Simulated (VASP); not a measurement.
A run of VASP 6.6.1 is set up as follows.

File POSCAR:

```
Hf
1.0
    0.0000000000      2.2395679588      2.2395679588
    2.2395679588      0.0000000000      2.2395679588
    2.2395679588      2.2395679588      0.0000000000
Hf
1
Direct
    0.0000000000      0.0000000000      0.0000000000
```

The input INCAR.step1:

```
ALGO = Normal
EDIFF = 1E-5
ENCUT = 550
GGA = PE
GGA_COMPAT = F
ISMEAR = -1
LASPH = T
LCHARG = F
LREAL = F
LWAVE = T
NBANDS = 11
NELM = 120
PREC = Accurate
SIGMA = 0.1
```

Contents of INCAR.step2:

```
ALGO = Normal
EDIFF = 1E-6
ENCUT = 550
GGA_COMPAT = F
ISIF = 2
ISMEAR = -1
ISTART = 1
LASPH = T
LCHARG = F
LMIXTAU = T
LREAL = F
LWAVE = F
METAGGA = R2SCAN
NBANDS = 11
NELM = 120
PREC = Accurate
SIGMA = 0.1
```

The input KPOINTS:

```
k-points
0
Gamma
  10 10 10
```

Potentials or basis: VASP PAW PBE potentials, release 64 (Hf_pv).

Run with:

```sh
$ cat potpaw_PBE.64/Hf_pv/POTCAR > POTCAR
$ cp INCAR.step1 INCAR
$ mpirun -np 1 vasp_std > vasp.out
$ cp INCAR.step2 INCAR
$ mpirun -np 1 vasp_std > vasp.out
```

(1) Estimate the pressure.

(2) Estimate the band gap on the k mesh.

## Answers

(1) -0.5 GPa.

(2) zero (bands 5 and 6 overlap by 1.98 eV).

Caveat: the PAW data sets were made with another functional, which shifts forces and pressure a little; spin-orbit coupling is left out, which moves the levels of the heavy elements.
